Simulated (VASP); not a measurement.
# BN (Fm-3m) in VASP: further runs

Runs on BN. Level: PBEsol. Tasks: single point.

All numbers are computed with VASP 6.6.1; they aren't measurements. Logs are shortened: lines on timing, memory, paths and dates and some standing lists are left out, and cuts for length are marked.

**1. The cell of the first run**

The structure is cubic, space group Fm-3m (No. 225). The conventional cell has a = 3.710 Å, b = 3.710 Å, c = 3.710 Å, α = 90.00°, β = 90.00°, γ = 90.00°. B (site symmetry m-3m) has 6 N at 1.85 Å within 2.5 Å. Within 2.5 Å of N (site symmetry m-3m) lie 6 B at 1.85 Å.

**2. Single point, PBEsol (Ga replaced by B, lengths x 0.882, strained)**

INCAR reads:

```
PREC = Accurate ; ENCUT = 520
EDIFF = 1E-6 ; ISMEAR = 0
SIGMA = 0.1 ; LREAL = False
LASPH = True ; NELM = 80
ALGO = Normal ; ISIF = 2
LWAVE = False ; LCHARG = False
GGA = PS ; NBANDS = 11
```

KPOINTS reads:

```
Automatic mesh
0
Gamma
  8 8 8
```

POSCAR reads:

```
BN
1.0
    0.0000000000      1.8547824372      1.8547824372
    1.8547824372      0.0000000000      1.8547824372
    1.8547824372      1.8547824372      0.0000000000
B N
1 1
Direct
    0.0000000000      0.0000000000      0.0000000000
    0.5000000000      0.5000000000      0.5000000000
```

Potentials or basis: VASP PAW PBE potentials, release 64 (B, N).

The run is started by

```
$ cat potpaw_PBE.64/B/POTCAR potpaw_PBE.64/N/POTCAR > POTCAR
$ mpirun -np 1 vasp_std > vasp.out
```

OUTCAR:

```text
PREC = Accurate
   ENCUT = 520
   EDIFF = 1E-6
   ISMEAR = 0
   LREAL = False
   LASPH = True
   NELM = 80
   ISIF = 2
   GGA = PS

 ion  position               nearest neighbor table
   1  0.000  0.000  0.000-   2 1.85   2 1.85   2 1.85   2 1.85   2 1.85   2 1.85
   2  0.500  0.500  0.500-   1 1.85   1 1.85   1 1.85   1 1.85   1 1.85   1 1.85

  LATTYP: Found a face centered cubic cell.
 ALAT       =     3.7095648744

  Lattice vectors:

 A1 = (   0.0000000000,   1.8547824372,   1.8547824372)
 A2 = (   1.8547824372,   0.0000000000,   1.8547824372)
 A3 = (   1.8547824372,   1.8547824372,   0.0000000000)

Analysis of symmetry for initial positions (statically):
=====================================================================
 Subroutine PRICEL returns:
 Original cell was already a primitive cell.

 Routine SETGRP: Setting up the symmetry group for a
 face centered cubic supercell.

 Subroutine GETGRP returns: Found 48 space group operations
 (whereof 48 operations were pure point group operations)
 out of a pool of 48 trial point group operations.

The static configuration has the point symmetry O_h .

Analysis of symmetry for dynamics (positions and initial velocities):
=====================================================================
 Subroutine PRICEL returns:
 Original cell was already a primitive cell.

 Routine SETGRP: Setting up the symmetry group for a
 face centered cubic supercell.

 Subroutine GETGRP returns: Found 48 space group operations
 (whereof 48 operations were pure point group operations)
 out of a pool of 48 trial point group operations.

The dynamic configuration has the point symmetry O_h .

 Subroutine INISYM returns: Found 48 space group operations
 (whereof 48 operations are pure point group operations),
 and found     1 'primitive' translations

----------------------------------------------------------------------------------------

                                     Primitive cell

  volume of cell :      12.7617

  direct lattice vectors                    reciprocal lattice vectors
     0.000000000  1.854782437  1.854782437    -0.269573396  0.269573396  0.269573396
     1.854782437  0.000000000  1.854782437     0.269573396 -0.269573396  0.269573396
     1.854782437  1.854782437  0.000000000     0.269573396  0.269573396 -0.269573396

  length of vectors
     2.623058478  2.623058478  2.623058478     0.466914818  0.466914818  0.466914818

  position of ions in fractional coordinates (direct lattice)
     0.000000000  0.000000000  0.000000000
     0.500000000  0.500000000  0.500000000

  ion indices of the primitive-cell ions
   primitive index   ion index
                 1           1
                 2           2

----------------------------------------------------------------------------------------

 KPOINTS: Automatic mesh

Automatic generation of k-mesh.
 Grid dimensions read from file:
 generate k-points for:    8    8    8

 Generating k-lattice:

  Cartesian coordinates                     Fractional coordinates (reciprocal lattice)
    -0.033696674  0.033696674  0.033696674     0.125000000  0.000000000  0.000000000
     0.033696674 -0.033696674  0.033696674     0.000000000  0.125000000  0.000000000
     0.033696674  0.033696674 -0.033696674     0.000000000  0.000000000  0.125000000

  Length of vectors
     0.058364352  0.058364352  0.058364352

  Shift w.r.t. Gamma in fractional coordinates (k-lattice)
     0.000000000  0.000000000  0.000000000

 Subroutine IBZKPT returns following result:
 ===========================================

 Found     29 irreducible k-points:

 Following reciprocal coordinates:
            Coordinates               Weight
  0.000000  0.000000  0.000000      1.000000
  0.125000  0.000000  0.000000      8.000000
  0.250000  0.000000  0.000000      8.000000
  0.375000  0.000000  0.000000      8.000000
  0.500000  0.000000  0.000000      4.000000
  0.125000  0.125000  0.000000      6.000000
[... 16 lines left out ...]
  0.500000  0.250000  0.125000     48.000000
 -0.375000  0.250000  0.125000     24.000000
 [... further k-points ...]
   k-points           NKPTS =     29   k-points in BZ     NKDIM =     29   number of bands    NBANDS=     11
   number of dos      NEDOS =    301   number of ions     NIONS =      2
   total plane-waves  NPLWV =   8000
   dimension x,y,z NGX =    20 NGY =   20 NGZ =   20
   dimension x,y,z NGXF=    40 NGYF=   40 NGZF=   40
   ions per type =               1   1
   NGX,Y,Z   is equivalent  to a cutoff of  12.68, 12.68, 12.68 a.u.
   NGXF,Y,Z  is equivalent  to a cutoff of  25.35, 25.35, 25.35 a.u.
 SYSTEM =  unknown system
   PREC   = accura    normal or accurate (medium, high low for compatibility)
   ISTART =      0    job   : 0-new  1-cont  2-samecut
   ICHARG =      2    charge: 1-file 2-atom 10-const
   ISPIN  =      1    spin polarized calculation?
   LNONCOLLINEAR =      F non collinear calculations
   LSORBIT =      F    spin-orbit coupling
   LASPH  =      T    aspherical Exc in radial PAW
   ENCUT  =  520.0 eV  38.22 Ry    6.18 a.u.   4.88  4.88  4.88*2*pi/ulx,y,z
   NELM   =     80;   NELMIN=  2; NELMDL= -5     # of ELM steps
   EDIFF  = 0.1E-05   stopping-criterion for ELM
   LREAL  =      F    real-space projection
   EDIFFG = 0.1E-04   stopping-criterion for IOM
   NSW    =      0    number of steps for IOM
   IBRION =     -1    ionic relax: 0-MD 1-quasi-New 2-CG
   NFREE  =      0    steps in history (QN), initial steepest desc. (CG)
   ISIF   =      2    stress and relaxation
   ISYM   =      2    0-nonsym 1-usesym 2-fastsym
   POTIM  = 0.5000    time-step for ionic-motion
   TEBEG  =    0.0;   TEEND  =   0.0 temperature during run
   PSTRESS=    0.0 pullay stress
   NELECT =       8.0000    total number of electrons
   NUPDOWN=      -1.0000    fix difference up-down
   EMIN   =  10.00;   EMAX   =-10.00  energy-range for DOS
   EFERMI =   0.00;   METHOD = LEGACY
   ISMEAR =     0;   SIGMA  =   0.10  broadening in eV -4-tet -1-fermi 0-gaus
   EFERMI_NEDOS =   21; number of points for ismear=-14 and -15
   IALGO  =     38    algorithm
   IMIX   =      4    mixing-type and parameters
     AMIX     =   0.40;   BMIX     =  1.00
     AMIX_MAG =   1.60;   BMIX_MAG =  1.00
  volume/ion in A,a.u.               =       6.38        43.06
  Fermi-wavevector in a.u.,A,eV,Ry     =   1.401098  2.647691 26.709266  1.963076
  Thomas-Fermi vector in A             =   2.523993
   LORBIT       =      0    0 simple, 1 ext, 2 COOP (PROOUT), +10 PAW based schemes
   GGA     = PS    functional components
   LHFCALC =     F    Hartree Fock is set to
   AEXX    =    0.0000 exact exchange contribution
   IVDW    =     0    specifies the selected vdW correction
   LEPSILON=     F    determine dielectric tensor
   LRPA    =     F    only Hartree local field effects (RPA)
 non-spin polarized calculation
 Gauss-broadening in eV      SIGMA  =   0.10
  energy-cutoff  :      520.00
  volume of cell :       12.76
 maximum number of plane-waves:       360
   NGX =  9   NGY =  9   NGZ =  9

 number of electron       8.0000002 magnetization

 Free energy of the ion-electron system (eV)
  ---------------------------------------------------
  ext. energy  EPLUGINS =         0.00000000
  ---------------------------------------------------
  free energy    TOTEN  =       -14.56733253 eV

  energy without entropy =      -14.56615552  energy(sigma->0) =      -14.56674402

 E-fermi :   7.9903     XC(G=0): -13.0075

 val. band max:        7.9876162955   @ k =   0.5000   0.5000   0.0000
 cond. band min:       8.6286144047   @ k =   0.3750   0.3750   0.0000
 fundamental gap:      0.6409981092
 Fermi energy:         7.9903133453

 k-point     1 :       0.0000    0.0000    0.0000
  band No.  band energies     occupation
      1     -12.2548      2.00000
      2       7.1660      2.00000
      3       7.1660      2.00000
      4       7.1660      2.00000
      5      13.7807      0.00000
      6      18.2931      0.00000
      7      18.2931      0.00000
      8      18.2931      0.00000
      9      25.3861      0.00000
     10      25.3861      0.00000
     11      25.3861      0.00000

 k-point     2 :       0.1250    0.0000    0.0000
  band No.  band energies     occupation
      1     -11.8706      2.00000
      2       5.4908      2.00000
      3       7.1549      2.00000
      4       7.1549      2.00000
      5      14.4479      0.00000
      6      17.2189      0.00000
      7      17.2189      0.00000
      8      17.9737      0.00000
      9      24.4411      0.00000
     10      26.3198      0.00000
     11      26.3198      0.00000

 k-point     3 :       0.2500    0.0000    0.0000
  band No.  band energies     occupation
      1     -10.7508      2.00000
      2       2.1347      2.00000
      3       7.1885      2.00000
      4       7.1885      2.00000
      5      14.5241      0.00000
      6      15.1326      0.00000
      7      15.1326      0.00000
      8      18.0649      0.00000
      9      24.7708      0.00000
     10      28.9091      0.00000
     11      28.9091      0.00000

 k-point     4 :       0.3750    0.0000    0.0000
  band No.  band energies     occupation
      1      -9.0727      2.00000
      2      -1.2460      2.00000
      3       7.3341      2.00000
      4       7.3341      2.00000
      5      13.3678      0.00000
      6      13.3678      0.00000
      7      13.8665      0.00000
      8      18.5752      0.00000
      9      26.6610      0.00000
     10      32.8036      0.00000
     11      32.8036      0.00000
[... 239 lines left out ...]
 k-point    22 :       0.3750    0.2500    0.1250
  band No.  band energies     occupation
      1      -9.7627      2.00000
      2       2.1553      2.00000
      3       3.8511      2.00000
      4       6.5757      2.00000
      5      11.9359      0.00000
      6      15.8694      0.00000
      7      17.9381      0.00000
      8      18.6224      0.00000
      9      22.1612      0.00000
     10      31.5941      0.00000
     11      34.0930      0.00000

 k-point    23 :       0.5000    0.2500    0.1250
  band No.  band energies     occupation
      1      -8.1331      2.00000
      2      -0.4638      2.00000
      3       3.1446      2.00000
      4       5.5938      2.00000
      5      12.2419      0.00000
      6      14.6054      0.00000
      7      17.8077      0.00000
      8      19.5301      0.00000
      9      24.1927      0.00000
     10      32.0489      0.00000
     11      34.4729      0.00000

 k-point    24 :      -0.3750    0.2500    0.1250
  band No.  band energies     occupation
      1      -6.9969      2.00000
      2      -2.1109      2.00000
      3       3.1898      2.00000
      4       4.9510      2.00000
      5      12.9561      0.00000
      6      13.6274      0.00000
      7      17.6025      0.00000
      8      19.9975      0.00000
      9      27.0296      0.00000
     10      28.5307      0.00000
     11      37.4926      0.00000

 [... further k-points ...]

------------------------ aborting loop because EDIFF is reached ----------------------------------------

  FORCE on cell =-STRESS in cart. coord.  units (eV):
  Direction    XX          YY          ZZ          XY          YZ          ZX
  --------------------------------------------------------------------------------------
  -------------------------------------------------------------------------------------
  Total       -4.1235013     -4.1235013     -4.1235013     -0.0000000     -0.0000000      0.0000000
  in kB     -517.6876428   -517.6876428   -517.6876428     -0.0000000     -0.0000000      0.0000000
  external PRESSURE =    -517.6876428 kB  Pullay stress =       0.0000000 kB

 VOLUME and BASIS-vectors are now :
 -----------------------------------------------------------------------------
  energy-cutoff  :      520.00
  volume of cell :       12.76
      direct lattice vectors                 reciprocal lattice vectors
     0.000000000  1.854782437  1.854782437    -0.269573396  0.269573396  0.269573396
     1.854782437  0.000000000  1.854782437     0.269573396 -0.269573396  0.269573396
     1.854782437  1.854782437  0.000000000     0.269573396  0.269573396 -0.269573396

 POSITION                                       TOTAL-FORCE (eV/Angst)
 -----------------------------------------------------------------------------------
      0.00000      0.00000      0.00000         0.000000      0.000000      0.000000
      1.85478      1.85478      1.85478        -0.000000     -0.000000      0.000000
 -----------------------------------------------------------------------------------
    total drift:                                0.000000      0.000000      0.000000

  FREE ENERGIE OF THE ION-ELECTRON SYSTEM (eV)
  ---------------------------------------------------
  free  energy   TOTEN  =       -14.5673325263 eV

  energy  without entropy=      -14.5661555199  energy(sigma->0) =      -14.56674402
```

Wall time 3 s (1 thread of Intel Xeon 6975P-C (Granite Rapids), shared host); peak memory 0.11 GiB.

What came out:

```
Free energy : -14.5673 eV
Pressure    : -51.8 GPa
```

Caveat: the k points lie up to 0.37 Å⁻¹ apart; the cell differs from its parent crystal (Ga replaced by B, lengths x 0.882, strained); the PAW data sets were made with another functional, which shifts forces and pressure a little.

**3. Single point, PBEsol (Ga replaced by B, lengths x 0.882, strained)**

INCAR reads:

```
PREC = Accurate ; ENCUT = 520
EDIFF = 1E-7 ; ISMEAR = 0
SIGMA = 0.1 ; LREAL = F
LASPH = T ; NELM = 100
ALGO = Normal ; ISIF = 2
LWAVE = F ; LCHARG = T
GGA = PS ; LELF = T
LVHAR = T ; NBANDS = 11
```

KPOINTS reads:

```
Automatic mesh
0
Gamma
  20 20 20
```

POSCAR is that of step 2.

Potentials or basis: VASP PAW PBE potentials, release 64 (B, N).

The run is started by

```
$ cat potpaw_PBE.64/B/POTCAR potpaw_PBE.64/N/POTCAR > POTCAR
$ mpirun -np 1 vasp_std > vasp.out
```

Wall time 17 s (1 thread of Intel Xeon 6975P-C (Granite Rapids), shared host); peak memory 0.14 GiB.

The run converged. Its results:

```
Free energy : -14.5709 eV
Pressure    : -52.1 GPa
```

Levels at points of the mesh, in eV from the Fermi level:
```
           k point  band 1  band 2  band 3  band 4  band 5  band 6  band 7  band 8
(0.00, 0.00, 0.00)  -20.30   -0.88   -0.88   -0.88    5.74   10.25   10.25   10.25
(0.50, 0.00, 0.00)  -15.92  -11.11   -0.60   -0.60    4.62    4.62    5.53   10.72
(0.50, 0.50, 0.00)  -13.82  -10.13   -4.83   -4.83   -0.06    8.68   12.24   12.24
```

Caveat: the cell differs from its parent crystal (Ga replaced by B, lengths x 0.882, strained); the PAW data sets were made with another functional, which shifts forces and pressure a little.
